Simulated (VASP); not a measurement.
A run of VASP 6.6.1:

INCAR

```
SYSTEM = DyGe3P
PREC = Accurate
ENCUT = 500
EDIFF = 1E-6
ISMEAR = 0
SIGMA = 0.1
LREAL = .False.
LASPH = .True.
NELM = 200
ALGO = Normal
ISIF = 2
LWAVE = .False.
LCHARG = .False.
GGA = PE
NBANDS = 36
GGA_COMPAT = .False.
LMAXMIX = 6
```

File KPOINTS:

```
regular mesh
0
Gamma
  8 8 8
  0 0 0
```

File POSCAR:

```
DyGe3P
1.0
    4.8217060167      0.0000000000      0.0000000000
    0.0000000000      4.8217060167      0.0000000000
    0.0000000000      0.0000000000      4.8217060167
Dy Ge P
1 3 1
Direct
    0.0000000000      0.0000000000      0.0000000000
    0.0000000000      0.5000000000      0.5000000000
    0.5000000000      0.0000000000      0.5000000000
    0.5000000000      0.5000000000      0.0000000000
    0.5000000000      0.5000000000      0.5000000000
```

Potentials or basis: VASP PAW PBE potentials, release 64 (Dy_3, Ge_d, P), 4f in core.

Run with:

```console
$ cat potpaw_PBE.64/Dy_3/POTCAR potpaw_PBE.64/Ge_d/POTCAR potpaw_PBE.64/P/POTCAR > POTCAR
$ mpirun -np 1 vasp_std > vasp.out
```

Hardware: 1 thread of Intel(R) Xeon(R) 6975P-C (Granite Rapids), with other jobs on the host.

Problem. Estimate the wall time of this run.

Solution. Run time: 76 s on 1 thread of Intel(R) Xeon(R) 6975P-C (Granite Rapids) (shared host), peak memory 0.28 GiB. Counts: scf iterations 17, k points 35.
